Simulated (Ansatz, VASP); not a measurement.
## InSe in VASP and in Ansatz

```xyz
8
Lattice="4.0473 0.0000 0.0000 -2.0237 3.5051 0.0000 0.0000 0.0000 18.0521" Properties=species:S:1:pos:R:3 pbc="T T T"
In   -2.0237    3.5051   10.4231
In   -2.0237    3.5051    7.6289
In    0.0000    2.3367   16.6550
In    0.0000    2.3367    1.3971
Se    2.0237    1.1851   15.3984
Se    2.0237    1.1684    2.6537
Se    0.0000    2.3367   11.6800
Se    0.0000    2.3367    6.3721
```

Alike in both runs: task single point; functional PBEsol; k mesh 12 × 12 × 2; occupations gaussian, width 0.05 eV; no spin polarisation.

```csv
,VASP,Ansatz
version,VASP 6.6.1,Ansatz 0.2.0
potentials or method,"VASP PAW PBE potentials, release 64 (In_d, Se), cutoff 520 eV","scalar-relativistic, plane waves, PAW"
valence electrons in the cell,76,116
```

|  | VASP | Ansatz | Ansatz less VASP |
| --- | --- | --- | --- |
| gap on the k mesh at the Fermi level (eV) | 0.63 | 0.64 | +0.011 |
| least direct gap on the mesh (eV) | 0.63 | 0.64 | +0.011 |
| pressure (GPa) | -0.7 | -0.8 | -0.05 |
| traceless stress, the component that is largest in VASP (GPa) | 0.24 | 0.25 | +0.011 |
| rms of the force components (eV/Å) | 0.043 | 0.035 | -0.0080 |

VASP's potentials were made for PBE, not for PBEsol. Atom by atom the forces differ by 0.011 eV/Å (rms over components). The functional is the same, so the differences come from potentials, cutoffs and numerics. VASP's potentials hold 76 valence electrons a cell and Ansatz's 116, so a difference there can come from the potentials and not from the codes.
